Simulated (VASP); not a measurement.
Set up this calculation in VASP 6.6.1, as the native input.

| Property | Result |
| --- | --- |
| Task | single point |
| Functional | PBEsol |
| Potentials or basis | VASP PAW PBE potentials, release 64 (Ti_sv, C) |
| Cutoff | 520 eV |
| k mesh | 12 × 12 × 16 |
| Occupations | gaussian, width 0.1 eV |
| Spin | no spin polarisation |
| Dipole correction | no |
| Further INCAR settings | ALGO = Normal; EDIFF = 1e-06; NBANDS = 15; ISYM = 0 |

The structure of TiC lies in POSCAR:

```
TiC
1.0
    2.9726300478      0.0000000000      0.0000000000
    0.0000000000      2.9726300478      0.0000000000
    1.4863150239      1.4863150239      2.2016054079
Ti C
1 1
Direct
    0.0000000000      0.0000000000      0.0000000000
    0.5000000000      0.5000000000      0.0000000000
```

These files were run (other wordings do the same):

INCAR

```
SYSTEM = TiC
PREC = Accurate
ENCUT = 520
EDIFF = 1E-6
ISMEAR = 0
SIGMA = 0.1
LREAL = .FALSE.
LASPH = .TRUE.
NELM = 100
ALGO = Normal
ISIF = 2
LWAVE = .FALSE.
LCHARG = .FALSE.
GGA = PS
ISYM = 0
NBANDS = 15
```

KPOINTS

```
regular mesh
0
G
  12 12 16
  0 0 0
```

Potentials or basis: VASP PAW PBE potentials, release 64 (Ti_sv, C).

Command:

```bash
$ cat potpaw_PBE.64/Ti_sv/POTCAR potpaw_PBE.64/C/POTCAR > POTCAR
$ mpirun -np 1 vasp_std > vasp.out
```

Results of the run:

```
Pressure               : 6.0 GPa
Band gap on the k mesh : zero (bands 8 and 9 overlap by 1.37 eV)
```

Caveat: the stress differs along the axes, from -8 to 13 GPa; the PAW data sets were made with another functional, which shifts forces and pressure a little.

Wall time 5.3 min on 1 thread of AMD EPYC 7R13 (shared host), peak memory 0.41 GiB.
